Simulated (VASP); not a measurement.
Set up this calculation in VASP 6.6.1, as the native input.

| Quantity | Value |
| --- | --- |
| Task | single point |
| Functional | PBE |
| Potentials or basis | VASP PAW PBE potentials, release 64 (Te, Pb_d) |
| Cutoff | 520 eV |
| k mesh | 4 × 4 × 4 |
| Occupations | gaussian, width 0.01 eV |
| Spin | no spin polarisation |
| Dipole correction | no |
| Further INCAR settings | ALGO = Normal; EDIFF = 1e-06; NBANDS = 17 |

The structure of TePb lies in POSCAR:

```
TePb
1.0
    0.0000000000      3.2310000000      3.2310000000
    3.2310000000      0.0000000000      3.2310000000
    3.2310000000      3.2310000000      0.0000000000
Te Pb
1 1
Direct
    0.5008537543      0.5043462457      0.4938462457
    0.0077300000      0.9963300000      0.9980100000
```

One way to write it, as run:

INCAR

```
PREC = Accurate
ENCUT = 520
EDIFF = 1E-6
ISMEAR = 0
SIGMA = 0.01
LREAL = F
LASPH = T
NELM = 80
ALGO = Normal
ISIF = 2
LWAVE = F
LCHARG = F
GGA = PE
NBANDS = 17
```

KPOINTS

```
Automatic mesh
0
Gamma
  4 4 4
```

Potentials or basis: VASP PAW PBE potentials, release 64 (Te, Pb_d).

Run with:

```bash
$ cat potpaw_PBE.64/Te/POTCAR potpaw_PBE.64/Pb_d/POTCAR > POTCAR
$ mpirun -np 1 vasp_std > vasp.out
```

It gave:

The pressure is 2.1 GPa. The largest force is 0.006 eV/Å. The band gap on the k mesh is 0.74 eV.

Caveat: the k points lie up to 0.42 Å⁻¹ apart; spin-orbit coupling is left out, which moves the levels of the heavy elements.

It took 62 s on 1 thread of Intel Xeon 8259CL, with other jobs on the host, peak memory 0.22 GiB.
